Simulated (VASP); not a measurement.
MnGa3:

```xyz
4
Lattice="0.0000 3.2467 3.2467 3.2467 0.0000 3.2467 3.2467 3.2467 0.0000" Properties=species:S:1:pos:R:3 pbc="T T T"
Ga    1.6234    1.6234    1.6234
Ga    4.8701    4.8701    4.8701
Ga    3.2467    3.2467    3.2467
Mn    0.0000    0.0000    0.0000
```

Base run:

```yaml
Program: VASP 6.6.1
Functional: PBE
Potentials_or_basis: VASP PAW PBE potentials, release 64 (Ga_d, Mn_pv)
Cutoff: 520 eV
k_mesh: 12 × 12 × 12
Occupations: gaussian, width 0.1 eV
Spin: collinear spin, ferromagnetic start
Starting_moments: "[0.0, 0.0, 0.0, 4.0] μB"
```

Its results: pressure 0.1 GPa.

Problem. The run is repeated on the same cell with these changes: spin from collinear spin, ferromagnetic start to no spin polarisation; further incar settings from ALGO = Fast; EDIFF = 1e-06; NBANDS = 38 to ALGO = Fast; EDIFF = 1e-07; NBANDS = 34. What comes out?

Solution. Pressure -8.7 GPa.

Caveats: the cell stands under tension (at least some runs).
